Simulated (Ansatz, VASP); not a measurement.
# ZrB2 in VASP and in Ansatz

```
Zr B
1.0
     3.16500    0.00000    0.00000
    -1.58250    2.74097    0.00000
     0.00000    0.00000    3.55520
Zr B
1 2
Direct
  0.00000 0.00000 0.00000
  0.33333 0.66667 0.50000
  0.66667 0.33333 0.50000
```

Change from the starting cell: zz strain of +1 %.

Alike in both runs: task single point; functional LDA; k mesh 13 × 13 × 10; occupations fermi-dirac, width 0.03 eV; no spin polarisation.

|  | VASP | Ansatz |
| --- | --- | --- |
| version | VASP 6.6.1 | Ansatz 0.2.0 |
| potentials or method | VASP PAW LDA potentials, release 64 (Zr_sv, B), cutoff 520 eV | all-electron LAPW, scalar-relativistic |

|  | VASP | Ansatz | Ansatz less VASP |
| --- | --- | --- | --- |
| pressure (GPa) | -8.9 | -9.4 | -0.44 |
| traceless stress, the component that is largest in VASP (GPa) | -1.23 | -1.22 | +0.005 |

LDA's correlation is that of Perdew and Zunger in VASP and of Perdew and Wang (1992) in Ansatz. Ansatz ran all-electron here, and VASP with PAW potentials.
